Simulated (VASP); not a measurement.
CsCl, 2 atoms in the cell. It takes space group Pm-3m (No. 221, cubic). Conventional cell: a = 4.137 Å, b = 4.137 Å, c = 4.137 Å, α = 90.00°, β = 90.00°, γ = 90.00°. Within 4.7 Å of Cs (site symmetry m-3m) lie 8 Cl at 3.58 Å and 6 Cs at 4.14 Å. Within 4.7 Å of Cl (site symmetry m-3m) lie 8 Cs at 3.58 Å and 6 Cl at 4.14 Å. 

* Program: VASP 6.6.1
* Task: single point
* Functional: HSE06
* Potentials or basis: VASP PAW PBE potentials, release 64 (Cs_sv, Cl)
* Cutoff: 400 eV
* k mesh: 4 × 4 × 4
* Occupations: gaussian, width 0.01 eV
* Spin: no spin polarisation
* Dipole correction: no
* Grid for exact exchange (PRECFOCK): Normal
* Further INCAR settings: ALGO = Normal; EDIFF = 1e-06; NBANDS = 15
* Share of exact exchange: 0.25
* Screening parameter: 0.2079 1/Å

Potentials or basis: VASP PAW PBE potentials, release 64 (Cs_sv, Cl).

Run with:

```sh
$ cat potpaw_PBE.64/Cs_sv/POTCAR potpaw_PBE.64/Cl/POTCAR > POTCAR
$ cp INCAR.step1 INCAR
$ mpirun -np 1 vasp_std > vasp.out
$ cp INCAR.step2 INCAR
$ mpirun -np 1 vasp_std > vasp.out
```

Hardware: 1 thread of AMD EPYC 7R13 Processor (Zen 3) (shared host).

Q: How long does it take, and how much memory?

A: Run time: 4.4 min on 1 thread of AMD EPYC 7R13 Processor (Zen 3) (shared host), peak memory 0.23 GiB. Counts: k points 10.
